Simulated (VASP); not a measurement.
# H4NF: single point with r2SCAN

The system is H4NF.

```
H N F
1.0
     4.42895    0.00000    0.00000
    -2.21448    3.83558    0.00000
     0.00000    0.00000    7.16463
H N F
8 2 2
Cartesian
  0.0000 2.5571 1.6416
  2.2145 1.2785 5.2240
  0.8505 2.0660 3.0277
  3.0650 1.7696 6.6100
  0.0000 3.5391 3.0277
  1.3640 1.7696 6.6100
  -0.8505 2.0660 3.0277
  2.2145 0.2965 6.6100
  0.0000 2.5571 2.6826
  2.2145 1.2785 6.2649
  0.0000 2.5571 -0.0202
  2.2145 1.2785 3.5622
```

```
Program                : VASP 6.6.1
Task                   : single point
Functional             : r2SCAN
Potentials or basis    : VASP PAW PBE potentials, release 64 (H, N, F)
Cutoff                 : 520 eV
k mesh                 : 6 × 6 × 4
Occupations            : fermi-dirac, width 0.02 eV
Spin                   : no spin polarisation
Dipole correction      : no
Further INCAR settings : ALGO = Normal; EDIFF = 1e-06; NBANDS = 28
```

```yaml
Pressure: -0.2 GPa
Largest_force: 0.053 eV/Å
Band_gap_on_the_k_mesh: 6.56 eV, indirect (least direct gap 6.81 eV)
```

Forces on the atoms (eV/Å):
```
H    0.000  0.000 -0.053
H    0.000  0.000 -0.053
H    0.039 -0.023  0.017
H    0.039  0.023  0.017
H    0.000  0.045  0.017
H   -0.039  0.023  0.017
H   -0.039 -0.023  0.017
H    0.000 -0.045  0.017
N    0.000  0.000  0.002
N    0.000  0.000  0.002
F    0.000  0.000 -0.002
F    0.000  0.000 -0.002
```

Levels at points of the mesh, in eV from the valence-band top:
| k point | band 12 | band 13 | band 14 | band 15 | band 16 | band 17 | band 18 | band 19 | band 20 | band 21 |
| --- | --- | --- | --- | --- | --- | --- | --- | --- | --- | --- |
| (0.00, 0.00, 0.00) | -0.44 | -0.44 | -0.43 | -0.25 | -0.25 | 6.56 | 9.26 | 10.05 | 13.28 | 13.37 |
| (0.50, 0.00, 0.00) | -0.62 | -0.26 | -0.25 | -0.06 | -0.02 | 9.02 | 9.55 | 10.06 | 10.77 | 11.84 |
| (0.00, 0.00, 0.50) | -0.52 | -0.35 | -0.35 | -0.35 | -0.35 | 7.56 | 7.56 | 12.11 | 12.11 | 13.53 |
| (0.50, 0.00, 0.50) | -0.74 | -0.16 | -0.16 | -0.14 | -0.14 | 9.37 | 9.37 | 10.46 | 10.46 | 12.23 |

Wall time 3.6 min on 1 thread of AMD EPYC 9R45 96-Core Processor (Zen 5), on a shared host, peak memory 0.26 GiB.

Caveat: the PAW data sets were made with another functional, which shifts forces and pressure a little. A k mesh can miss the band edges.
